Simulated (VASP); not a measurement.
Si5Ge2:

```
Si Ge
1.0
     3.80322    0.00000    0.00000
     0.00000    3.80322    0.00000
     0.00000    0.00000    8.47467
Si Ge
5 2
Cartesian
  1.9016 0.0000 5.9884
  0.0000 1.9016 5.9884
  1.9016 0.0000 8.4149
  0.0000 1.9016 8.4149
  0.0000 0.0000 1.5161
  1.9016 0.0000 3.3722
  0.0000 1.9016 3.3722
```

The cell was built from a structure type or drawn by symmetry, and may not be a known phase.

- Program: VASP 6.6.1
- Task: relaxation of cell and atoms
- Functional: PBE
- Potentials or basis: VASP PAW PBE potentials, release 64 (Si, Ge_d)
- Cutoff: 600 eV
- k mesh: 8 × 8 × 4
- Occupations: gaussian, width 0.1 eV
- Spin: no spin polarisation

At the start: pressure 0.6 GPa; volume 17.51 Å³/atom.

Task: Where does the relaxation end?

Result: Over 19 steps the energy falls by 24.1 meV/atom and the volume is 17.58 Å³/atom (+0.4 %); space group P4mm (No. 99, to 0.1 Å) before and after.

The path:
| step | energy change (eV) | largest force (eV/Å) | pressure (GPa) | volume (Å³) |
| --- | --- | --- | --- | --- |
| 1 | 0.0000 | 0.2499 | 0.60 | 122.58 |
| 2 | -0.0591 | 0.3351 | -0.46 | 123.73 |
| 3 | -0.0873 | 0.3325 | -2.00 | 125.79 |
| 4 | -0.0958 | 0.3549 | -1.53 | 125.06 |
| 5 | -0.1295 | 0.2892 | -0.16 | 122.80 |
| 6 | -0.1330 | 0.2811 | 0.55 | 121.77 |
| 7 | -0.1555 | 0.1688 | 0.40 | 122.07 |
| 8 | -0.1623 | 0.1204 | 0.33 | 122.34 |
| 9 | -0.1663 | 0.0661 | -0.25 | 123.24 |
| 10 | -0.1663 | 0.0578 | -0.34 | 123.40 |
| 11 | -0.1679 | 0.0573 | 0.01 | 122.91 |
| 12 | -0.1679 | 0.0573 | 0.02 | 122.91 |
| 13 | -0.1684 | 0.0234 | 0.08 | 122.84 |
| 14 | -0.1685 | 0.0138 | 0.14 | 122.80 |
| 15 | -0.1686 | 0.0232 | -0.10 | 123.17 |
| 16 | -0.1686 | 0.0195 | -0.01 | 123.02 |
| 17 | -0.1686 | 0.0197 | -0.03 | 123.03 |
| 18 | -0.1687 | 0.0103 | -0.02 | 123.05 |
| 19 | -0.1687 | 0.0030 | -0.02 | 123.06 |

Final structure:
```yaml
crystal:
  lattice:
    - [3.70727, 0.00000, 0.00000]
    - [0.00000, 3.70727, 0.00000]
    - [0.00000, 0.00000, 8.95399]
  atoms:
    - { symbol: Si, position: [0.50000, 0.00000, 0.70665] }
    - { symbol: Si, position: [0.00000, 0.50000, 0.70665] }
    - { symbol: Si, position: [0.50000, 0.00000, 0.98059] }
    - { symbol: Si, position: [0.00000, 0.50000, 0.98059] }
    - { symbol: Si, position: [0.00000, 0.00000, 0.17361] }
    - { symbol: Ge, position: [0.50000, 0.00000, 0.41289] }
    - { symbol: Ge, position: [0.00000, 0.50000, 0.41289] }
```
